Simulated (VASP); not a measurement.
# Mn (Pm-3m) in VASP: further runs

Runs on Mn. Level: r2SCAN. Tasks: single point.

Program: VASP 6.6.1. These are calculated values, not measurements. Logs are shortened: lines on timing, memory, paths and dates and some standing lists are left out, and cuts for length are marked.

### 1 The cell of the first run

Symmetry: Pm-3m, No. 221, cubic system. The conventional cell has a = 2.554 Å, b = 2.554 Å, c = 2.554 Å, α = 90.00°, β = 90.00°, γ = 90.00°. Mn (site symmetry m-3m) has 6 Mn at 2.55 Å within 3.4 Å.

### 2 Single point, r2SCAN, collinear spin, antiferromagnetic start

Contents of POSCAR:

```
Mn
1.0
    0.0000000000      2.5543709418      2.5543709418
    2.5543709418      0.0000000000      2.5543709418
    2.5543709418      2.5543709418      0.0000000000
Mn
2
Direct
    1.0000000000      0.0000000000      0.0000000000
    0.5000000000      0.5000000000      0.5000000000
```

Contents of INCAR.step1:

```
SYSTEM = Mn
  PREC = Accurate
  ENCUT = 520
  ISMEAR = -1
  SIGMA = 0.1
  LREAL = .FALSE.
  LASPH = .TRUE.
  NELM = 150
  ISPIN = 2
  MAGMOM = 3.708 -3.708
  LMAXMIX = 4
  NBANDS = 24
  GGA = PE
  ALGO = Normal
  EDIFF = 1E-4
  LWAVE = .TRUE.
  LCHARG = .FALSE.
```

Contents of INCAR.step2:

```
SYSTEM = Mn
  PREC = Accurate
  ENCUT = 520
  EDIFF = 1E-7
  ISMEAR = -1
  SIGMA = 0.1
  LREAL = .FALSE.
  LASPH = .TRUE.
  NELM = 150
  ALGO = Normal
  ISIF = 2
  LWAVE = .FALSE.
  LCHARG = .TRUE.
  ISPIN = 2
  MAGMOM = 3.708 -3.708
  LORBIT = 11
  LMAXMIX = 4
  METAGGA = R2SCAN
  LMIXTAU = .TRUE.
  LELF = .TRUE.
  LVHAR = .TRUE.
  NBANDS = 24
  ISTART = 1
```

Contents of KPOINTS:

```
regular mesh
0
G
  6 6 6
  0 0 0
```

Potentials or basis: VASP PAW PBE potentials, release 64 (Mn_pv).

Run with:

```bash
cat potpaw_PBE.64/Mn_pv/POTCAR > POTCAR
cp INCAR.step1 INCAR
mpirun -np 1 vasp_std > vasp.out
cp INCAR.step2 INCAR
mpirun -np 1 vasp_std > vasp.out
```

OUTCAR:

```text
SYSTEM = Mn
   PREC = Accurate
   ENCUT = 520
   EDIFF = 1E-7
   ISMEAR = -1
   LREAL = .FALSE.
   LASPH = .TRUE.
   NELM = 150
   ISIF = 2
   ISPIN = 2
   LORBIT = 11
   METAGGA = R2SCAN
   ISTART = 1

 ion  position               nearest neighbor table
   1  0.000  0.000  0.000-   2 2.55   2 2.55   2 2.55   2 2.55   2 2.55   2 2.55
   2  0.500  0.500  0.500-   1 2.55   1 2.55   1 2.55   1 2.55   1 2.55   1 2.55

  LATTYP: Found a face centered cubic cell.
 ALAT       =     5.1087418836

  Lattice vectors:

 A1 = (   0.0000000000,   2.5543709418,   2.5543709418)
 A2 = (   2.5543709418,   0.0000000000,   2.5543709418)
 A3 = (   2.5543709418,   2.5543709418,   0.0000000000)

Analysis of symmetry for initial positions (statically):
=====================================================================
 Subroutine PRICEL returns following result:

  LATTYP: Found a simple cubic cell.
 ALAT       =     2.5543709418

  Lattice vectors:

 A1 = (  -2.5543709418,   0.0000000000,   0.0000000000)
 A2 = (   0.0000000000,   0.0000000000,   2.5543709418)
 A3 = (   0.0000000000,   2.5543709418,   0.0000000000)

   2 primitive cells build up your supercell.

 Routine SETGRP: Setting up the symmetry group for a
 face centered cubic supercell.

 Subroutine GETGRP returns: Found 48 space group operations
 (whereof 48 operations were pure point group operations)
 out of a pool of 48 trial point group operations.

The static configuration has the point symmetry O_h .

Analysis of symmetry for dynamics (positions and initial velocities):
=====================================================================
 Subroutine PRICEL returns following result:

  LATTYP: Found a simple cubic cell.
 ALAT       =     2.5543709418

  Lattice vectors:

 A1 = (  -2.5543709418,   0.0000000000,   0.0000000000)
 A2 = (   0.0000000000,   0.0000000000,   2.5543709418)
 A3 = (   0.0000000000,   2.5543709418,   0.0000000000)

   2 primitive cells build up your supercell.

 Routine SETGRP: Setting up the symmetry group for a
 face centered cubic supercell.

 Subroutine GETGRP returns: Found 48 space group operations
 (whereof 48 operations were pure point group operations)
 out of a pool of 48 trial point group operations.

The dynamic configuration has the point symmetry O_h .

Analysis of structural, dynamic, and magnetic symmetry:
=====================================================================
 Subroutine PRICEL returns following result:

  LATTYP: Found a simple cubic cell.
 ALAT       =     2.5543709418

  Lattice vectors:

 A1 = (  -2.5543709418,   0.0000000000,   0.0000000000)
 A2 = (   0.0000000000,   0.0000000000,   2.5543709418)
 A3 = (   0.0000000000,   2.5543709418,   0.0000000000)

   2 primitive cells build up your supercell.

 Routine SETGRP: Setting up the symmetry group for a
 face centered cubic supercell.

 Subroutine GETGRP returns: Found 48 space group operations
 (whereof 48 operations were pure point group operations)
 out of a pool of 48 trial point group operations.

The overall configuration has the point symmetry O_h .

 Subroutine INISYM returns: Found 48 space group operations
 (whereof 48 operations are pure point group operations),
 and found     2 'primitive' translations

----------------------------------------------------------------------------------------

                                     Primitive cell

  volume of cell :      16.6668

  direct lattice vectors                    reciprocal lattice vectors
    -2.554370942  0.000000000  0.000000000    -0.391485819  0.000000000  0.000000000
     0.000000000  0.000000000  2.554370942     0.000000000  0.000000000  0.391485819
     0.000000000  2.554370942  0.000000000     0.000000000  0.391485819  0.000000000

  length of vectors
     2.554370942  2.554370942  2.554370942     0.391485819  0.391485819  0.391485819

  position of ions in fractional coordinates (direct lattice)
     0.000000000  0.000000000  0.000000000

  ion indices of the primitive-cell ions
   primitive index   ion index
                 1           1

----------------------------------------------------------------------------------------

 KPOINTS: regular mesh

Automatic generation of k-mesh.
 Grid dimensions read from file:
 generate k-points for:    6    6    6

 Generating k-lattice:

  Cartesian coordinates                     Fractional coordinates (reciprocal lattice)
    -0.032623818  0.032623818  0.032623818     0.166666667  0.000000000  0.000000000
     0.032623818 -0.032623818  0.032623818     0.000000000  0.166666667  0.000000000
     0.032623818  0.032623818 -0.032623818     0.000000000  0.000000000  0.166666667

  Length of vectors
     0.056506111  0.056506111  0.056506111

  Shift w.r.t. Gamma in fractional coordinates (k-lattice)
     0.000000000  0.000000000  0.000000000

 Subroutine IBZKPT returns following result:
 ===========================================

 Found     16 irreducible k-points:

 Following reciprocal coordinates:
            Coordinates               Weight
  0.000000  0.000000  0.000000      1.000000
  0.166667  0.000000  0.000000      8.000000
  0.333333  0.000000  0.000000      8.000000
  0.500000  0.000000  0.000000      4.000000
  0.166667  0.166667  0.000000      6.000000
  0.333333  0.166667  0.000000     24.000000
[... 8 lines left out ...]
 -0.333333  0.333333  0.166667     24.000000
 -0.333333  0.500000  0.166667     12.000000
   k-points           NKPTS =     16   k-points in BZ     NKDIM =     16   number of bands    NBANDS=     24
   number of dos      NEDOS =    301   number of ions     NIONS =      2
   total plane-waves  NPLWV =  21952
   dimension x,y,z NGX =    28 NGY =   28 NGZ =   28
   dimension x,y,z NGXF=    56 NGYF=   56 NGZF=   56
   ions per type =               2
   NGX,Y,Z   is equivalent  to a cutoff of  12.89, 12.89, 12.89 a.u.
   NGXF,Y,Z  is equivalent  to a cutoff of  25.77, 25.77, 25.77 a.u.
 SYSTEM =  Mn
   PREC   = accura    normal or accurate (medium, high low for compatibility)
   ISTART =      1    job   : 0-new  1-cont  2-samecut
   ICHARG =      0    charge: 1-file 2-atom 10-const
   ISPIN  =      2    spin polarized calculation?
   LNONCOLLINEAR =      F non collinear calculations
   LSORBIT =      F    spin-orbit coupling
   LASPH  =      T    aspherical Exc in radial PAW
   ENCUT  =  520.0 eV  38.22 Ry    6.18 a.u.   6.72  6.72  6.72*2*pi/ulx,y,z
   NELM   =    150;   NELMIN=  2; NELMDL=  0     # of ELM steps
   EDIFF  = 0.1E-06   stopping-criterion for ELM
   LREAL  =      F    real-space projection
   EDIFFG = 0.1E-05   stopping-criterion for IOM
   NSW    =      0    number of steps for IOM
   IBRION =     -1    ionic relax: 0-MD 1-quasi-New 2-CG
   NFREE  =      0    steps in history (QN), initial steepest desc. (CG)
   ISIF   =      2    stress and relaxation
   ISYM   =      2    0-nonsym 1-usesym 2-fastsym
   POTIM  = 0.5000    time-step for ionic-motion
   TEBEG  =    0.0;   TEEND  =   0.0 temperature during run
   PSTRESS=    0.0 pullay stress
   NELECT =      26.0000    total number of electrons
   NUPDOWN=      -1.0000    fix difference up-down
   EMIN   =  10.00;   EMAX   =-10.00  energy-range for DOS
   EFERMI =   0.00;   METHOD = LEGACY
   ISMEAR =    -1;   SIGMA  =   0.10  broadening in eV -4-tet -1-fermi 0-gaus
   EFERMI_NEDOS =   21; number of points for ismear=-14 and -15
   IALGO  =     38    algorithm
   IMIX   =      4    mixing-type and parameters
     AMIX     =   0.40;   BMIX     =  1.00
     AMIX_MAG =   1.60;   BMIX_MAG =  1.00
  volume/ion in A,a.u.               =      16.67       112.47
  Fermi-wavevector in a.u.,A,eV,Ry     =   1.506972  2.847765 30.898368  2.270966
  Thomas-Fermi vector in A             =   2.617620
   LORBIT       =     11    0 simple, 1 ext, 2 COOP (PROOUT), +10 PAW based schemes
   METAGGA = R2SCAN    functional components
   LHFCALC =     F    Hartree Fock is set to
   AEXX    =    0.0000 exact exchange contribution
   IVDW    =     0    specifies the selected vdW correction
   LEPSILON=     F    determine dielectric tensor
   LRPA    =     F    only Hartree local field effects (RPA)
 spin polarized calculation
  energy-cutoff  :      520.00
  volume of cell :       33.33
 maximum number of plane-waves:       934
   NGX = 13   NGY = 13   NGZ = 13

 number of electron      26.0000015 magnetization       0.0000000

 number of electron      26.0000015 magnetization      -0.0000000

 Free energy of the ion-electron system (eV)
  ---------------------------------------------------
  ext. energy  EPLUGINS =         0.00000000
  ---------------------------------------------------
  free energy    TOTEN  =       -28.44671507 eV

  energy without entropy =      -28.36747701  energy(sigma->0) =      -28.40709604

 E-fermi :   6.7146     XC(G=0): -12.3840

 val. band max:        6.7119319119   @ k =   0.5000   0.0000   0.0000
 cond. band min:       6.8130779482   @ k =   0.5000   0.1667   0.0000
 fundamental gap:      0.1011460363
 Fermi energy:         6.7146211323

 spin component 1

 k-point     1 :       0.0000    0.0000    0.0000
  band No.  band energies     occupation
      1     -46.0981      1.00000
      2     -46.0981      1.00000
      3     -46.0980      1.00000
      4     -40.9580      1.00000
      5     -40.9579      1.00000
      6     -40.9576      1.00000
[... 421 lines left out ...]
     23      23.0720      0.00000
     24      24.9604      0.00000
 Fermi energy:         6.7146211323

 spin component 2

 k-point     1 :       0.0000    0.0000    0.0000
  band No.  band energies     occupation
      1     -46.0981      1.00000
      2     -46.0981      1.00000
      3     -46.0980      1.00000
      4     -40.9580      1.00000
      5     -40.9579      1.00000
      6     -40.9576      1.00000
[... 421 lines left out ...]
     23      23.0720      0.00000
     24      24.9604      0.00000

------------------------ aborting loop because EDIFF is reached ----------------------------------------

  FORCE on cell =-STRESS in cart. coord.  units (eV):
  Direction    XX          YY          ZZ          XY          YZ          ZX
  --------------------------------------------------------------------------------------
  -------------------------------------------------------------------------------------
  Total       -0.0463683     -0.0463683     -0.0463683      0.0000000      0.0000000      0.0000000
  in kB       -2.2286900     -2.2286900     -2.2286900      0.0000000      0.0000000      0.0000000
  external PRESSURE =      -2.2286900 kB  Pullay stress =       0.0000000 kB

 VOLUME and BASIS-vectors are now :
 -----------------------------------------------------------------------------
  energy-cutoff  :      520.00
  volume of cell :       33.33
      direct lattice vectors                 reciprocal lattice vectors
     0.000000000  2.554370942  2.554370942    -0.195742909  0.195742909  0.195742909
     2.554370942  0.000000000  2.554370942     0.195742909 -0.195742909  0.195742909
     2.554370942  2.554370942  0.000000000     0.195742909  0.195742909 -0.195742909

 POSITION                                       TOTAL-FORCE (eV/Angst)
 -----------------------------------------------------------------------------------
      0.00000      0.00000      0.00000        -0.000000     -0.000000      0.000000
      2.55437      2.55437      2.55437         0.000000      0.000000     -0.000000
 -----------------------------------------------------------------------------------
    total drift:                                0.000000      0.000000      0.000000

  FREE ENERGIE OF THE ION-ELECTRON SYSTEM (eV)
  ---------------------------------------------------
  free  energy   TOTEN  =       -28.4467150708 eV

  energy  without entropy=      -28.3674770081  energy(sigma->0) =      -28.40709604

 total charge

# of ion       s       p       d       tot
------------------------------------------
    1        0.423   6.221   4.920  11.565
    2        0.423   6.221   4.920  11.565
--------------------------------------------------
tot          0.847  12.443   9.840  23.129

 magnetization (x)

# of ion       s       p       d       tot
------------------------------------------
    1        0.102   0.027   3.648   3.778
    2       -0.102  -0.027  -3.648  -3.778
--------------------------------------------------
tot          0.000   0.000  -0.000  -0.000
```

Run time: 66 s. Hardware: 1 thread of Intel Xeon 6975P-C (Granite Rapids), shared host; peak memory 0.18 GiB.

What came out:

```yaml
Free_energy: -28.4467 eV
Pressure: -0.2 GPa
Band_gap_on_the_k_mesh: zero (filled and empty bands overlap)
Net_moment: 0.00 μB per cell
Site_moments: Mn +3.78, -3.78 μB
Valence_electrons_inside_the_program's_atomic_spheres: Mn 11.56
```

Levels at points of the mesh, in eV from the Fermi level:
Spin up:
```tsv
k point	band 9	band 10	band 11	band 12	band 13	band 14	band 15	band 16	band 17	band 18
(0.00, 0.00, 0.00)	-4.10	-4.06	-4.06	-4.06	1.70	1.70	1.70	2.02	2.02	9.58
(0.50, 0.00, 0.00)	-3.75	-3.52	-3.14	-3.14	-1.60	0.00	0.00	1.72	1.72	2.46
(0.50, 0.50, 0.00)	-3.72	-3.08	-3.08	-2.39	-1.97	1.30	2.09	2.09	2.09	3.65
```
Spin down:
```tsv
k point	band 10	band 11	band 12	band 13	band 14	band 15	band 16	band 17
(0.00, 0.00, 0.00)	-4.06	-4.06	-4.06	1.70	1.70	1.70	2.02	2.02
(0.50, 0.00, 0.00)	-3.52	-3.14	-3.14	-1.60	0.00	0.00	1.72	1.72
(0.50, 0.50, 0.00)	-3.08	-3.08	-2.39	-1.97	1.30	2.09	2.09	2.09
```

Caveat: the PAW data sets were made with another functional, which shifts forces and pressure a little.

### 3 Single point, r2SCAN

This run uses another cell than the first one: it holds 1 atom, not 2.

Contents of POSCAR:

```
Mn
1.0
    2.2595922788      0.0000000000      0.0000000000
    0.0000000000      2.2595922788      0.0000000000
    0.0000000000      0.0000000000      2.2595922788
Mn
1
Direct
    0.0000000000      0.0000000000      0.0000000000
```

Contents of INCAR.step1:

```
PREC     = Accurate       # precision mode
ENCUT    = 520            # plane-wave cutoff, eV
ISMEAR   = -1             # smearing method
SIGMA    = 0.1            # smearing width, eV
LREAL    = F              # projectors in reciprocal space
LASPH    = T              # aspherical terms in the spheres
NELM     = 60             # most SCF steps
NBANDS   = 12             # bands
GGA      = PE             # functional
ALGO     = Normal         # electronic algorithm
EDIFF    = 1E-4           # SCF threshold, eV
LWAVE    = T              # write WAVECAR
LCHARG   = F              # write CHGCAR
```

Contents of INCAR.step2:

```
PREC     = Accurate       # precision mode
ENCUT    = 520            # plane-wave cutoff, eV
EDIFF    = 1E-6           # SCF threshold, eV
ISMEAR   = -1             # smearing method
SIGMA    = 0.1            # smearing width, eV
LREAL    = F              # projectors in reciprocal space
LASPH    = T              # aspherical terms in the spheres
NELM     = 60             # most SCF steps
ALGO     = Normal         # electronic algorithm
ISIF     = 2              # what is computed and relaxed
LWAVE    = F              # write WAVECAR
LCHARG   = T              # write CHGCAR
METAGGA  = R2SCAN         # meta-GGA
LMIXTAU  = T            
LELF     = T              # ELF
LVHAR    = T            
NBANDS   = 12             # bands
ISTART   = 1
```

Contents of KPOINTS:

```
regular mesh
0
Gamma
  13 13 13
```

Potentials or basis: VASP PAW PBE potentials, release 64 (Mn_pv).

Run with:

```bash
cat potpaw_PBE.64/Mn_pv/POTCAR > POTCAR
cp INCAR.step1 INCAR
mpirun -np 1 vasp_std > vasp.out
cp INCAR.step2 INCAR
mpirun -np 1 vasp_std > vasp.out
```

OUTCAR:

```text
PREC = Accurate
   ENCUT = 520
   EDIFF = 1E-6
   ISMEAR = -1
   LREAL = F
   LASPH = T
   NELM = 60
   ISIF = 2
   METAGGA = R2SCAN
   ISTART = 1

 ion  position               nearest neighbor table
   1  0.000  0.000  0.000-

  LATTYP: Found a simple cubic cell.
 ALAT       =     2.2595922788

  Lattice vectors:

 A1 = (   2.2595922788,   0.0000000000,   0.0000000000)
 A2 = (   0.0000000000,   2.2595922788,   0.0000000000)
 A3 = (   0.0000000000,   0.0000000000,   2.2595922788)

Analysis of symmetry for initial positions (statically):
=====================================================================
 Subroutine PRICEL returns:
 Original cell was already a primitive cell.

 Routine SETGRP: Setting up the symmetry group for a
 simple cubic supercell.

 Subroutine GETGRP returns: Found 48 space group operations
 (whereof 48 operations were pure point group operations)
 out of a pool of 48 trial point group operations.

The static configuration has the point symmetry O_h .

Analysis of symmetry for dynamics (positions and initial velocities):
[... 167 lines left out ...]
      2     -39.6693      2.00000
      3     -39.6693      2.00000
      4       1.1996      2.00000
      5       5.6960      2.00000
      6       5.6960      2.00000
      7      11.7117      0.00000
      8      11.7117      0.00000
      9      11.7117      0.00000
     10      31.6442      0.00000
     11      31.6442      0.00000
     12      31.6442      0.00000
[... 331 lines left out ...]
 k-point    24 :       0.3846    0.3077    0.0000
  band No.  band energies     occupation
      1     -40.4527      2.00000
      2     -40.2413      2.00000
      3     -39.5365      2.00000
      4       5.3708      2.00000
      5       6.8178      2.00000
      6       9.7229      1.64878
      7      10.2380      0.05294
      8      10.6539      0.00085
      9      12.1008      0.00000
     10      19.1748      0.00000
     11      25.5012      0.00000
     12      32.1111      0.00000

 [... further k-points ...]

------------------------ aborting loop because EDIFF is reached ----------------------------------------

  FORCE on cell =-STRESS in cart. coord.  units (eV):
  Direction    XX          YY          ZZ          XY          YZ          ZX
  --------------------------------------------------------------------------------------
  -------------------------------------------------------------------------------------
  Total        0.0571289      0.0571289      0.0571289      0.0000000      0.0000000     -0.0000000
  in kB        7.9337141      7.9337141      7.9337141      0.0000000      0.0000000     -0.0000000
  external PRESSURE =       7.9337141 kB  Pullay stress =       0.0000000 kB

 VOLUME and BASIS-vectors are now :
 -----------------------------------------------------------------------------
  energy-cutoff  :      520.00
  volume of cell :       11.54
      direct lattice vectors                 reciprocal lattice vectors
     2.259592279  0.000000000  0.000000000     0.442557717  0.000000000  0.000000000
     0.000000000  2.259592279  0.000000000     0.000000000  0.442557717  0.000000000
     0.000000000  0.000000000  2.259592279     0.000000000  0.000000000  0.442557717

 POSITION                                       TOTAL-FORCE (eV/Angst)
 -----------------------------------------------------------------------------------
      0.00000      0.00000      0.00000         0.000000      0.000000      0.000000
 -----------------------------------------------------------------------------------
    total drift:                                0.000000      0.000000      0.000000

  FREE ENERGIE OF THE ION-ELECTRON SYSTEM (eV)
  ---------------------------------------------------
  free  energy   TOTEN  =       -13.3881986445 eV

  energy  without entropy=      -13.3319163520  energy(sigma->0) =      -13.36005750
```

Run time: 31 s. Hardware: 1 thread of Intel Xeon Platinum 8259CL at 2.50GHz (Skylake/Cascade Lake), shared host; peak memory 0.13 GiB.

Results:

- Free energy: -13.3882 eV
- Pressure: 0.8 GPa

Caveat: the PAW data sets were made with another functional, which shifts forces and pressure a little; the run has no spin polarisation, though such a crystal can be magnetic. Spin polarisation is off, so any magnetic state and its effect on volume and gap are missing.

(Part 1 of 2 ends here.)
